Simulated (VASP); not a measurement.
Wanted: the native input for a VASP 6.6.1 run.

```yaml
Task: single point
Functional: revPBE
Dispersion: D3(BJ)
Potentials_or_basis: VASP PAW PBE potentials, release 64 (Au)
Cutoff: 520 eV
k_mesh: 11 × 11 × 11
Occupations: fermi-dirac, width 0.05 eV
Spin: no spin polarisation
Dipole_correction: no
Further_INCAR_settings: ALGO = Fast; EDIFF = 1e-07; NBANDS = 12
```

The structure of Au lies in POSCAR:

```
Au
1.0
    0.0000000000      2.0213418704      2.0213418704
    2.0213418704      0.0000000000      2.0213418704
    2.0213418704      2.0213418704      0.0000000000
Au
1
Direct
    0.0000000000      0.0000000000      0.0000000000
```

These files were run (other wordings do the same):

INCAR

```
PREC = Accurate ; ENCUT = 520
EDIFF = 1E-7 ; ISMEAR = -1
SIGMA = 0.05 ; LREAL = False
LASPH = True ; NELM = 80
ALGO = Fast ; ISIF = 2
LWAVE = False ; LCHARG = False
GGA = RE ; IVDW = 12
NBANDS = 12
```

KPOINTS

```
Automatic mesh
0
Gamma
  11 11 11
```

Potentials or basis: VASP PAW PBE potentials, release 64 (Au).

Launch:

```sh
$ cat potpaw_PBE.64/Au/POTCAR > POTCAR
$ mpirun -np 1 vasp_std > vasp.out
```

Results of the run:

* Pressure: 4.5 GPa
* Dispersion energy per atom: -1.303 eV

Caveat: the PAW data sets were made with another functional, which shifts forces and pressure a little; pairwise dispersion overbinds metals, which lowers pressure and volume.

It took 22 s on 1 thread of Intel Xeon 6975P-C, on a shared host, peak memory 0.15 GiB.
